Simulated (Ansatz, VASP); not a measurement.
**Two plane-wave programs on Mg4O**

```
Mg O
1.0
     4.41577    0.00000    0.00000
     0.00000    4.41577    0.00000
     0.00000    0.00000    4.41577
Mg O
4 1
Direct
  0.50000 0.00000 0.00000
  0.00000 0.50000 0.00000
  0.00000 0.00000 0.50000
  0.50000 0.50000 0.50000
  0.00000 0.00000 0.00000
```

Change from the starting cell: species swapped into the Co4N type (Pm-3m, No. 221).

Alike in both runs: functional PBE; k mesh 4 × 4 × 4; occupations gaussian, width 0.1 eV; no spin polarisation.

Ansatz relaxed the structure, and its values are those at the end. VASP's run is a single point on that final structure, the one shown.

|  | VASP | Ansatz |
| --- | --- | --- |
| version | VASP 6.6.1 | Ansatz 0.2.0 |
| potentials or method | VASP PAW PBE potentials, release 64 (Mg, O), cutoff 520 eV | scalar-relativistic, plane waves, PAW |
| valence electrons in the cell | 14 | 46 |

VASP gave:

* gap on the k mesh at the Fermi level (eV): none
* pressure (GPa): 0.1

What did Ansatz give for the same quantities?

gap on the k mesh at the Fermi level (eV): none; pressure (GPa): 0.3.

A gap of «none» marks a metal or a gap that the smearing closes. With one functional, cell and mesh, what is left measures potentials, basis and numerics. VASP's potentials hold 14 valence electrons a cell and Ansatz's 46, so a difference there can come from the potentials and not from the codes.
